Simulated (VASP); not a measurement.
Set up this calculation in VASP 6.6.1, as the native input.

```
Task                   : single point
Functional             : PBE
Potentials or basis    : VASP PAW PBE potentials, release 64 (Sr_sv, O)
Cutoff                 : 520 eV
k mesh                 : 1 × 1 × 26
Occupations            : gaussian, width 0.05 eV
Spin                   : collinear spin, ferromagnetic start
Starting moments       : [0.5, 0.5] μB
Dipole correction      : no
Further INCAR settings : ALGO = Normal; EDIFF = 1e-06; NBANDS = 19
```

The structure of SrO lies in POSCAR:

```
SrO
1.0
   11.1000000000      0.0000000000      0.0000000000
    0.0000000000      9.3000000000      0.0000000000
    0.0000000000      0.0000000000      2.4778938907
Sr O
1 1
Direct
    0.4052309833      0.5000000000      0.0000000000
    0.5947690167      0.5000000000      0.5000000000
```

The input as run:

INCAR

```
PREC     = Accurate       # precision mode
ENCUT    = 520            # plane-wave cutoff, eV
EDIFF    = 1E-6           # SCF threshold, eV
ISMEAR   = 0              # smearing method
SIGMA    = 0.05           # smearing width, eV
LREAL    = F              # projectors in reciprocal space
LASPH    = T              # aspherical terms in the spheres
NELM     = 150            # most SCF steps
ALGO     = Normal         # electronic algorithm
ISIF     = 2              # what is computed and relaxed
LWAVE    = F              # write WAVECAR
LCHARG   = T              # write CHGCAR
ISPIN    = 2              # spin polarisation
MAGMOM   = 0.5 0.5        # initial moments
LORBIT   = 11             # projections on sites
GGA      = PE             # functional
LELF     = T              # ELF
LVHAR    = T            
NBANDS   = 19             # bands
```

KPOINTS

```
regular mesh
0
Gamma
  1 1 26
```

Potentials or basis: VASP PAW PBE potentials, release 64 (Sr_sv, O).

Run with:

```sh
$ cat potpaw_PBE.64/Sr_sv/POTCAR potpaw_PBE.64/O/POTCAR > POTCAR
$ mpirun -np 1 vasp_std > vasp.out
```

It gave:

The largest force is 3.360 eV/Å and the band gap on the k mesh is 0.35 eV, indirect (least direct gap 0.46 eV). The net moment is 0.00 μB per cell. The valence electrons inside the program's atomic spheres are Sr 8.30; O 4.73.

Run time: 2.7 min on 1 thread of Intel(R) Xeon(R) Platinum 8375C CPU @ 2.90GHz (Ice Lake), on a shared host, peak memory 0.46 GiB.
